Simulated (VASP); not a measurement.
# ZrF in VASP: further runs

ZrF is run at these levels: PBE; tasks: single point.

All numbers are computed with VASP 6.6.1; they aren't measurements. Logs are shortened: lines on timing, memory, paths and dates and some standing lists are left out, and cuts for length are marked.

## 1. The cell of the first run

The structure is orthorhombic, space group Cccm (No. 66). The conventional cell has a = 5.331 Å, b = 5.371 Å, c = 4.610 Å, α = 90.00°, β = 90.00°, γ = 90.00°. Zr (site symmetry 2/m) has 4 F at 2.22 Å within 2.9 Å. F (site symmetry 222) has 4 Zr at 2.22 Å and 2 F at 2.30 Å within 2.9 Å.

## 2. Single point, PBE

The input, INCAR:

```
ALGO     = Normal         # electronic algorithm
EDIFF    = 1E-6           # SCF threshold, eV
ENCUT    = 520            # plane-wave cutoff, eV
GGA      = PE             # functional
ISIF     = 2              # what is computed and relaxed
ISMEAR   = 0              # smearing method
LASPH    = True           # aspherical terms in the spheres
LCHARG   = True           # write CHGCAR
LELF     = True           # ELF
LREAL    = False          # projectors in reciprocal space
LVHAR    = True         
LWAVE    = False          # write WAVECAR
NBANDS   = 27             # bands
NELM     = 80             # most SCF steps
PREC     = Accurate       # precision mode
SIGMA    = 0.1            # smearing width, eV
```

The input, KPOINTS:

```
k-points
0
Gamma
  6 6 4
```

The input, POSCAR:

```
ZrF
1.0
    2.6736167914     -2.6656921905      0.2503542162
    2.6736167914      2.6656921905      0.2503542162
   -0.4297437502      0.0000000000      4.5898807391
Zr F
2 2
Direct
    0.0000000000      0.5000000000      0.0000000000
    0.5000000000      0.0000000000      0.5000000000
    0.5000068090      0.4999931910      0.2500000000
    0.4999931910      0.5000068090      0.7500000000
```

Potentials or basis: VASP PAW PBE potentials, release 64 (Zr_sv, F).

Started as:

```bash
cat potpaw_PBE.64/Zr_sv/POTCAR potpaw_PBE.64/F/POTCAR > POTCAR
mpirun -np 1 vasp_std > vasp.out
```

OUTCAR:

```text
EDIFF = 1E-6
   ENCUT = 520
   GGA = PE
   ISIF = 2
   ISMEAR = 0
   LASPH = True
   LREAL = False
   NELM = 80
   PREC = Accurate

 ion  position               nearest neighbor table
   1  0.000  0.500  0.000-   3 2.22   4 2.22   3 2.22   4 2.22   2 3.52   2 3.52   2 3.52   2 3.52
                             2 3.54   2 3.54   2 3.54   2 3.54
   2  0.500  0.000  0.500-   3 2.22   4 2.22   4 2.22   3 2.22   1 3.52   1 3.52   1 3.52   1 3.52
                             1 3.54   1 3.54   1 3.54   1 3.54
   3  0.500  0.500  0.250-   1 2.22   2 2.22   2 2.22   1 2.22
   4  0.500  0.500  0.750-   1 2.22   2 2.22   1 2.22   2 2.22

  LATTYP: Found a simple monoclinic cell.
 ALAT       =     3.7837572379
 B/A-ratio  =     1.2183537915
 C/A-ratio  =     1.4090186145
 COS(beta)  =    -0.7045093073

  Lattice vectors:

 A1 = (   2.6736167914,   2.6656921905,   0.2503542162)
 A2 = (  -0.4297437502,   0.0000000000,   4.5898807391)
 A3 = (   0.0000000000,  -5.3313843810,   0.0000000000)

Analysis of symmetry for initial positions (statically):
=====================================================================
 Subroutine PRICEL returns:
 Original cell was already a primitive cell.

 Routine SETGRP: Setting up the symmetry group for a
 simple monoclinic supercell.

 Subroutine GETGRP returns: Found  2 space group operations
 (whereof  2 operations were pure point group operations)
 out of a pool of  4 trial point group operations.

The static configuration has the point symmetry S_2 .

Analysis of symmetry for dynamics (positions and initial velocities):
=====================================================================
 Subroutine PRICEL returns:
 Original cell was already a primitive cell.

 Routine SETGRP: Setting up the symmetry group for a
 simple monoclinic supercell.

 Subroutine GETGRP returns: Found  2 space group operations
 (whereof  2 operations were pure point group operations)
 out of a pool of  4 trial point group operations.

The dynamic configuration has the point symmetry S_2 .

 Subroutine INISYM returns: Found  2 space group operations
 (whereof  2 operations are pure point group operations),
 and found     1 'primitive' translations

----------------------------------------------------------------------------------------

                                     Primitive cell

  volume of cell :      65.9981

  direct lattice vectors                    reciprocal lattice vectors
     2.673616791 -2.665692191  0.250354216     0.185387251 -0.187568543  0.017357534
     2.673616791  2.665692191  0.250354216     0.185387251  0.187568543  0.017357534
    -0.429743750  0.000000000  4.589880739    -0.020223828  0.000000000  0.215977057

  length of vectors
     3.783757238  3.783757238  4.609954977     0.264294675  0.264294675  0.216921858

  position of ions in fractional coordinates (direct lattice)
     1.000000000  0.500000000  0.000000000
     0.500000000  1.000000000  0.500000000
     0.500006809  0.499993191  0.250000000
     0.499993191  0.500006809  0.750000000

  ion indices of the primitive-cell ions
   primitive index   ion index
                 1           1
                 2           2
                 3           3
                 4           4

----------------------------------------------------------------------------------------

 KPOINTS: k-points

Automatic generation of k-mesh.
 Grid dimensions read from file:
 generate k-points for:    6    6    4

 Generating k-lattice:

  Cartesian coordinates                     Fractional coordinates (reciprocal lattice)
     0.030897875 -0.031261424  0.002892922     0.166666667  0.000000000 -0.000000000
     0.030897875  0.031261424  0.002892922     0.000000000  0.166666667 -0.000000000
    -0.005055957  0.000000000  0.053994264     0.000000000  0.000000000  0.250000000

  Length of vectors
     0.044049113  0.044049113  0.054230465

  Shift w.r.t. Gamma in fractional coordinates (k-lattice)
     0.000000000  0.000000000  0.000000000

 Subroutine IBZKPT returns following result:
 ===========================================

 Found     76 irreducible k-points:

 Following reciprocal coordinates:
            Coordinates               Weight
  0.000000  0.000000  0.000000      1.000000
  0.166667  0.000000  0.000000      2.000000
 -0.000000 -0.166667  0.000000      2.000000
  0.333333 -0.000000  0.000000      2.000000
  0.000000 -0.333333  0.000000      2.000000
  0.500000 -0.000000  0.000000      1.000000
[... 16 lines left out ...]
 -0.166667 -0.000000  0.250000      2.000000
  0.000000 -0.166667 -0.250000      2.000000
 [... further k-points ...]
   k-points           NKPTS =     76   k-points in BZ     NKDIM =     76   number of bands    NBANDS=     27
   number of dos      NEDOS =    301   number of ions     NIONS =      4
   total plane-waves  NPLWV =  28224
   dimension x,y,z NGX =    28 NGY =   28 NGZ =   36
   dimension x,y,z NGXF=    56 NGYF=   56 NGZF=   72
   ions per type =               2   2
   NGX,Y,Z   is equivalent  to a cutoff of  12.30, 12.30, 12.98 a.u.
   NGXF,Y,Z  is equivalent  to a cutoff of  24.60, 24.60, 25.96 a.u.
 SYSTEM =  unknown system
   PREC   = accura    normal or accurate (medium, high low for compatibility)
   ISTART =      0    job   : 0-new  1-cont  2-samecut
   ICHARG =      2    charge: 1-file 2-atom 10-const
   ISPIN  =      1    spin polarized calculation?
   LNONCOLLINEAR =      F non collinear calculations
   LSORBIT =      F    spin-orbit coupling
   LASPH  =      T    aspherical Exc in radial PAW
   ENCUT  =  520.0 eV  38.22 Ry    6.18 a.u.   7.04  7.04  8.57*2*pi/ulx,y,z
   NELM   =     80;   NELMIN=  2; NELMDL= -5     # of ELM steps
   EDIFF  = 0.1E-05   stopping-criterion for ELM
   LREAL  =      F    real-space projection
   EDIFFG = 0.1E-04   stopping-criterion for IOM
   NSW    =      0    number of steps for IOM
   IBRION =     -1    ionic relax: 0-MD 1-quasi-New 2-CG
   NFREE  =      0    steps in history (QN), initial steepest desc. (CG)
   ISIF   =      2    stress and relaxation
   ISYM   =      2    0-nonsym 1-usesym 2-fastsym
   POTIM  = 0.5000    time-step for ionic-motion
   TEBEG  =    0.0;   TEEND  =   0.0 temperature during run
   PSTRESS=    0.0 pullay stress
   NELECT =      38.0000    total number of electrons
   NUPDOWN=      -1.0000    fix difference up-down
   EMIN   =  10.00;   EMAX   =-10.00  energy-range for DOS
   EFERMI =   0.00;   METHOD = LEGACY
   ISMEAR =     0;   SIGMA  =   0.10  broadening in eV -4-tet -1-fermi 0-gaus
   EFERMI_NEDOS =   21; number of points for ismear=-14 and -15
   IALGO  =     38    algorithm
   IMIX   =      4    mixing-type and parameters
     AMIX     =   0.40;   BMIX     =  1.00
     AMIX_MAG =   1.60;   BMIX_MAG =  1.00
  volume/ion in A,a.u.               =      16.50       111.34
  Fermi-wavevector in a.u.,A,eV,Ry     =   1.361943  2.573699 25.237284  1.854888
  Thomas-Fermi vector in A             =   2.488475
   LORBIT       =      0    0 simple, 1 ext, 2 COOP (PROOUT), +10 PAW based schemes
   GGA     = PE    functional components
   LHFCALC =     F    Hartree Fock is set to
   AEXX    =    0.0000 exact exchange contribution
   IVDW    =     0    specifies the selected vdW correction
   LEPSILON=     F    determine dielectric tensor
   LRPA    =     F    only Hartree local field effects (RPA)
 non-spin polarized calculation
 Gauss-broadening in eV      SIGMA  =   0.10
  energy-cutoff  :      520.00
  volume of cell :       66.00
 maximum number of plane-waves:      1814
   NGX = 15   NGY = 15   NGZ = 17

 number of electron      37.9999992 magnetization

 Free energy of the ion-electron system (eV)
  ---------------------------------------------------
  ext. energy  EPLUGINS =         0.00000000
  ---------------------------------------------------
  free energy    TOTEN  =       -27.95661621 eV

  energy without entropy =      -27.93665360  energy(sigma->0) =      -27.94663490

 E-fermi :   8.0754     XC(G=0): -10.7504

 val. band max:        8.0695569888   @ k =   0.1667  -0.3333  -0.2500
 cond. band min:       8.0919823503   @ k =   0.3333   0.1667   0.0000
 fundamental gap:      0.0224253614
 Fermi energy:         8.0753703064

 k-point     1 :       0.0000    0.0000    0.0000
  band No.  band energies     occupation
      1     -42.0196      2.00000
      2     -41.9484      2.00000
      3     -21.1401      2.00000
      4     -20.3164      2.00000
      5     -20.3110      2.00000
      6     -20.0008      2.00000
[... 19 lines left out ...]
     26      12.3444      0.00000
     27      12.3795      0.00000

 k-point     2 :       0.1667    0.0000    0.0000
  band No.  band energies     occupation
      1     -42.0127      2.00000
      2     -41.9509      2.00000
      3     -21.0524      2.00000
      4     -20.9943      2.00000
      5     -20.3079      2.00000
      6     -19.8984      2.00000
[... 19 lines left out ...]
     26      11.4236      0.00000
     27      12.3114      0.00000

 k-point     3 :      -0.0000   -0.1667    0.0000
  band No.  band energies     occupation
      1     -42.0127      2.00000
      2     -41.9509      2.00000
      3     -21.0524      2.00000
      4     -20.9943      2.00000
      5     -20.3078      2.00000
      6     -19.8984      2.00000
[... 19 lines left out ...]
     26      11.4235      0.00000
     27      12.3115      0.00000

 k-point     4 :       0.3333   -0.0000    0.0000
  band No.  band energies     occupation
      1     -41.9954      2.00000
      2     -41.9591      2.00000
      3     -21.5655      2.00000
      4     -20.8385      2.00000
      5     -20.2961      2.00000
      6     -19.9778      2.00000
[... 19 lines left out ...]
     26      11.3610      0.00000
     27      12.2560      0.00000
[... 516 lines left out ...]
      4     -20.8274      2.00000
      5     -20.3011      2.00000
      6     -20.0291      2.00000
[... 19 lines left out ...]
     26      11.6950      0.00000
     27      12.2021      0.00000

 k-point    23 :      -0.1667   -0.0000    0.2500
  band No.  band energies     occupation
      1     -42.0035      2.00000
      2     -41.9598      2.00000
      3     -21.1821      2.00000
      4     -20.8276      2.00000
      5     -20.3011      2.00000
      6     -20.0291      2.00000
[... 19 lines left out ...]
     26      11.6954      0.00000
     27      12.2021      0.00000

 k-point    24 :       0.0000   -0.1667   -0.2500
  band No.  band energies     occupation
      1     -42.0035      2.00000
      2     -41.9598      2.00000
      3     -21.1822      2.00000
      4     -20.8275      2.00000
      5     -20.3011      2.00000
      6     -20.0291      2.00000
[... 19 lines left out ...]
     26      11.6950      0.00000
     27      12.2021      0.00000

 [... further k-points ...]
[... 5 lines left out ...]
  --------------------------------------------------------------------------------------
  -------------------------------------------------------------------------------------
  Total        0.0198098      0.1000824      0.0230950     -0.0000223     -0.0000054     -0.0012807
  in kB        0.4809042      2.4296120      0.5606578     -0.0005418     -0.0001312     -0.0310915
  external PRESSURE =       1.1570580 kB  Pullay stress =       0.0000000 kB

 VOLUME and BASIS-vectors are now :
 -----------------------------------------------------------------------------
  energy-cutoff  :      520.00
  volume of cell :       66.00
      direct lattice vectors                 reciprocal lattice vectors
     2.673616791 -2.665692191  0.250354216     0.185387251 -0.187568543  0.017357534
     2.673616791  2.665692191  0.250354216     0.185387251  0.187568543  0.017357534
    -0.429743750  0.000000000  4.589880739    -0.020223828  0.000000000  0.215977057

 POSITION                                       TOTAL-FORCE (eV/Angst)
 -----------------------------------------------------------------------------------
      1.33681      1.33285      0.12518        -0.000000     -0.000000      0.000000
      1.12194     -1.33285      2.42012        -0.000000     -0.000000      0.000000
      2.56618     -0.00004      1.39782        -0.000001      0.000424     -0.000000
      2.35131      0.00004      3.69276         0.000001     -0.000424      0.000000
 -----------------------------------------------------------------------------------
    total drift:                                0.000000      0.000000      0.000000

  FREE ENERGIE OF THE ION-ELECTRON SYSTEM (eV)
  ---------------------------------------------------
  free  energy   TOTEN  =       -27.9566162074 eV

  energy  without entropy=      -27.9366535978  energy(sigma->0) =      -27.94663490
```

It took 1.8 min on 1 thread of Intel Xeon Platinum 8259CL at 2.50GHz (Skylake/Cascade Lake), shared host; peak memory 0.24 GiB.

What came out:

```yaml
Free_energy: -27.9566 eV
Pressure: 0.1 GPa
Band_gap_on_the_k_mesh: zero (band 19 reaches 9.31 eV, above the bottom of band 20 at 7.67 eV)
```

## 3. Single point, PBE

The input, INCAR:

```
SYSTEM = ZrF
ALGO = Normal
EDIFF = 1E-6
ENCUT = 520
GGA = PE
ISIF = 2
ISMEAR = 0
LASPH = .True.
LCHARG = .False.
LREAL = .False.
LWAVE = .False.
NBANDS = 27
NELM = 60
PREC = Accurate
SIGMA = 0.1
```

The input, KPOINTS:

```
k-points
0
Gamma
  12 12 10
  0 0 0
```

The input, POSCAR:

```
ZrF
1.0
    3.7821354060      0.0000000000      0.0000000000
    0.0000000000      3.7821354060      0.0000000000
    0.0000000000      0.0000000000      4.6167288072
Zr F
2 2
Direct
    0.0000000000      0.5000000000      0.0000000000
    0.5000000000      0.0000000000      0.5000000000
    0.5000000000      0.5000000000      0.2500000000
    0.5000000000      0.5000000000      0.7500000000
```

Potentials or basis: VASP PAW PBE potentials, release 64 (Zr_sv, F).

Started as:

```bash
cat potpaw_PBE.64/Zr_sv/POTCAR potpaw_PBE.64/F/POTCAR > POTCAR
mpirun -np 1 vasp_std > vasp.out
```

Run time: 3.6 min. Hardware: 1 thread of Intel Xeon Platinum 8259CL at 2.50GHz (Skylake/Cascade Lake), shared host; peak memory 0.35 GiB.

Results (log left out):

- Free energy: -27.9381 eV
- Pressure: 0.1 GPa
- Band gap on the k mesh: zero (band 19 reaches 9.29 eV, above the bottom of band 20 at 7.57 eV)

Levels at points of the mesh, in eV from the Fermi level:
```tsv
k point	band 15	band 16	band 17	band 18	band 19	band 20	band 21	band 22	band 23	band 24
(0.00, 0.00, 0.00)	-8.92	-6.91	-3.97	-1.57	0.54	1.65	1.66	1.66	2.45	2.51
(0.50, 0.00, 0.00)	-8.65	-7.08	-2.01	-0.41	-0.16	0.28	0.31	1.24	1.63	2.18
(0.50, 0.50, 0.00)	-8.55	-7.22	-1.73	-1.44	-1.44	0.66	1.61	2.43	2.43	3.31
(0.00, 0.00, 0.50)	-8.61	-8.61	-2.17	-2.17	1.22	1.22	1.38	1.38	1.41	1.41
(0.50, 0.00, 0.50)	-8.68	-8.53	-2.28	-0.73	0.90	0.99	1.22	1.64	1.74	2.61
(0.50, 0.50, 0.50)	-8.77	-8.77	-1.02	-1.02	-0.09	-0.09	1.21	1.21	2.08	2.08
```
